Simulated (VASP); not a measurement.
A run of VASP 6.6.1:

The input INCAR:

```
SYSTEM = ZnRe
PREC = Accurate
ENCUT = 560
EDIFF = 1E-6
ISMEAR = 0
SIGMA = 0.1
LREAL = .False.
LASPH = .True.
NELM = 120
ALGO = Normal
ISIF = 2
LWAVE = .False.
LCHARG = .True.
GGA = PE
LELF = .True.
LVHAR = .True.
NBANDS = 20
GGA_COMPAT = .False.
```

The input KPOINTS:

```
regular mesh
0
Gamma
  24 24 12
  0 0 0
```

File POSCAR:

```
ZnRe
1.0
    2.7431120854      0.0000000000      0.0000000000
   -1.3715560427      2.3756047514      0.0000000000
    0.0000000000      0.0000000000      4.4773604783
Zn Re
1 1
Direct
    0.0000000000      0.0000000000      0.0000000000
    0.3333333333      0.6666666667      0.5000000000
```

Potentials or basis: VASP PAW PBE potentials, release 64 (Zn, Re_sv_GW).

The run is started by

```bash
$ cat potpaw_PBE.64/Zn/POTCAR potpaw_PBE.64/Re_sv_GW/POTCAR > POTCAR
$ mpirun -np 1 vasp_std > vasp.out
```

Hardware: 1 thread of Intel(R) Xeon(R) Platinum 8488C (Sapphire Rapids), with other jobs on the host.

Q: How long does it take, and how much memory?

A: Run time: 3 min on 1 thread of Intel(R) Xeon(R) Platinum 8488C (Sapphire Rapids), with other jobs on the host, peak memory 0.41 GiB. Counts: scf iterations 13, k points 427.
